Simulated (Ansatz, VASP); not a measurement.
## Two plane-wave programs on HfN

INCAR

```
SYSTEM = HfN
PREC     = Accurate       ! precision mode
ENCUT    = 600            ! plane-wave cutoff, eV
EDIFF    = 1E-6           ! SCF threshold, eV
ISMEAR   = 0              ! smearing method
SIGMA    = 0.05           ! smearing width, eV
LREAL    = .False.        ! projectors in reciprocal space
LASPH    = .True.         ! aspherical terms in the spheres
NELM     = 120            ! most SCF steps
ALGO     = Normal         ! electronic algorithm
ISIF     = 2              ! what is computed and relaxed
LWAVE    = .False.        ! write WAVECAR
LCHARG   = .False.        ! write CHGCAR
GGA      = PE             ! functional
NBANDS   = 14             ! bands
GGA_COMPAT= .False.
```

The input KPOINTS:

```
Automatic mesh
0
Gamma
  14 14 12
  0 0 0
```

File POSCAR:

```
HfN
1.0
    3.0950545958     -0.0286201090     -0.0227054787
   -1.5723130393      2.7059151009     -0.0053923302
   -0.0213426198     -0.0181749569      2.9000534258
Hf N
1 1
Direct
    0.0105050960      0.0016691381     -0.0095946649
    0.6561615707      0.3316641952      0.5095946649
```

Input for Ansatz:

```yaml
crystal:
  lattice:
    - [3.0950545958, -0.028620109, -0.0227054787]
    - [-1.5723130393, 2.7059151009, -0.0053923302]
    - [-0.0213426198, -0.0181749569, 2.9000534258]
  atoms:
    - { symbol: Hf, position: [0.010505096, 0.0016691381, -0.0095946649] }
    - { symbol: "N", position: [0.6561615707, 0.3316641952, 0.5095946649] }
basis:
  ecutwfc: 420
  ecutrho_ratio: 4
kpoints:
  mp_grid: { grid: [14, 14, 12] }
hamiltonian:
  xc: pbe
scf:
  occupations: { method: gaussian, width: 0.05 }
output:
  forces: true
  stress: true
  eigenvalues: true
```

Change from the starting cell: all atoms moved at random (sigma 0.06 Å), cell strained at random (1 %).

Alike in both runs: task single point; functional PBE; k mesh 14 × 14 × 12; occupations gaussian, width 0.05 eV; no spin polarisation.

|  | VASP | Ansatz |
| --- | --- | --- |
| version | VASP 6.6.1 | Ansatz 0.2.0 |
| potentials or method | VASP PAW PBE potentials, release 64 (Hf_pv, N), cutoff 600 eV | scalar-relativistic, plane waves, PAW |
| valence electrons in the cell | 15 | 31 |

|  | VASP | Ansatz | Ansatz less VASP |
| --- | --- | --- | --- |
| gap on the k mesh at the Fermi level (eV) | none | none | - |
| pressure (GPa) | -0.1 | 2.0 | +2.08 |
| traceless stress, the component that is largest in VASP (GPa) | 3.81 | 3.91 | +0.103 |
| rms of the force components (eV/Å) | 0.400 | 0.407 | +0.0066 |

Atom by atom the forces differ by 0.007 eV/Å (rms over components). A gap of «none» marks a metal or a gap that the smearing closes. With one functional, cell and mesh, what is left measures potentials, basis and numerics. VASP's potentials hold 15 valence electrons a cell and Ansatz's 31, so a difference there can come from the potentials and not from the codes.

Neither program's run includes spin-orbit coupling.
